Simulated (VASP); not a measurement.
Here is a VASP 6.6.1 calculation.

INCAR

```
SYSTEM = LiF
PREC = Accurate
ENCUT = 520
EDIFF = 1E-6
ISMEAR = -1
SIGMA = 0.02
LREAL = .FALSE.
LASPH = .TRUE.
NELM = 60
ALGO = Normal
ISIF = 2
LWAVE = .FALSE.
LCHARG = .TRUE.
GGA = PE
LELF = .TRUE.
LVHAR = .TRUE.
NBANDS = 12
```

File KPOINTS:

```
Automatic mesh
0
G
  10 10 10
  0 0 0
```

Contents of POSCAR:

```
LiF
1.0
    2.6604400526      0.0000000000      0.0000000000
    0.0000000000      2.6604400526      0.0000000000
    0.0000000000      0.0000000000      2.5162584438
Li F
1 1
Direct
    0.0000000000      0.0000000000      0.0000000000
    0.5000000000      0.5000000000      0.5000000000
```

Potentials or basis: VASP PAW PBE potentials, release 64 (Li_sv, F).

Launch:

```sh
$ cat potpaw_PBE.64/Li_sv/POTCAR potpaw_PBE.64/F/POTCAR > POTCAR
$ mpirun -np 1 vasp_std > vasp.out
```

Question: What does it give for the band gap on the k mesh?

Answer: 6.75 eV, indirect (least direct gap 7.23 eV).

Caveat: the cell differs from its parent crystal (biaxial xy strain +5.7%). A k mesh can miss the band edges.
